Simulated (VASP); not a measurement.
**CdS: single point with r2SCAN**

The system is CdS.

```
Cd S
1.0
    -0.14739    2.90939    2.90939
     2.90939   -0.14739    2.90939
     2.90939    2.90939   -0.14739
Cd S
1 1
Direct
  0.99472 0.99472 0.99472
  0.25528 0.25528 0.25528
```

This cell differs from its parent crystal: epitaxial 111 strain +4.0%.

- Program: VASP 6.6.1
- Task: single point
- Functional: r2SCAN
- Potentials or basis: VASP PAW PBE potentials, release 64 (Cd_sv_GW, S)
- Cutoff: 700 eV
- k mesh: 8 × 8 × 8
- Occupations: gaussian, width 0.01 eV
- Spin: no spin polarisation
- Dipole correction: no
- Further INCAR settings: ALGO = Normal; EDIFF = 1e-06; NBANDS = 20

```
Pressure               : -2.6 GPa
Band gap on the k mesh : 1.26 eV
```

Forces in eV/Å, atoms in the order of the input:
```
Cd   0.001  0.001  0.001
S   -0.001 -0.001 -0.001
```

Stress tensor (GPa, compression positive):
```
-2.59  1.25  1.25
 1.25 -2.59  1.25
 1.25  1.25 -2.59
```

Levels at points of the mesh, in eV from the valence-band top:
```
           k point  band 11  band 12  band 13  band 14  band 15  band 16
(0.00, 0.00, 0.00)    -0.21    -0.21     0.00     1.26     6.70     6.70
(0.50, 0.00, 0.00)    -4.22    -0.87    -0.60     3.37     7.22     7.47
(0.50, 0.50, 0.00)    -3.79    -2.00    -1.59     3.63     4.73     9.17
(0.50, 0.50, 0.50)    -4.00    -0.95    -0.95     2.82     6.93     6.93
```

Wall time 5.4 min on 1 thread of AMD EPYC 7R13 Processor (Zen 3) (shared host), peak memory 0.28 GiB.

Caveat: the cell differs from its parent crystal (epitaxial 111 strain +4.0%); the structure was generated, so it needn't be the stable form of CdS; the PAW data sets were made with another functional, which shifts forces and pressure a little.
